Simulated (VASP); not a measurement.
Na, 1 atom in the cell. The structure is tetragonal, space group I4/mmm (No. 139). The conventional cell has a = 3.541 Å, b = 3.541 Å, c = 5.224 Å, α = 90.00°, β = 90.00°, γ = 90.00°. Na (site symmetry 4/mmm) has 12 Na at 3.54 to 3.62 Å within 4.7 Å. 

* Program: VASP 6.6.1
* Task: single point
* Functional: PBEsol
* Potentials or basis: VASP PAW PBE potentials, release 64 (Na_pv)
* Cutoff: 520 eV
* k mesh: 16 × 16 × 16
* Occupations: gaussian, width 0.15 eV
* Spin: no spin polarisation
* Dipole correction: no
* Further INCAR settings: ALGO = Fast; EDIFF = 1e-06; NBANDS = 10

Potentials or basis: VASP PAW PBE potentials, release 64 (Na_pv).

Command:

```console
$ cat potpaw_PBE.64/Na_pv/POTCAR > POTCAR
$ mpirun -np 1 vasp_std > vasp.out
```

Hardware: 1 thread of Intel Xeon 8259CL, with other jobs on the host.

Estimate the wall time of this run.

It took 2.8 min on 1 thread of Intel Xeon 8259CL (shared host), peak memory 0.22 GiB. Counts: scf iterations 11, k points 349.
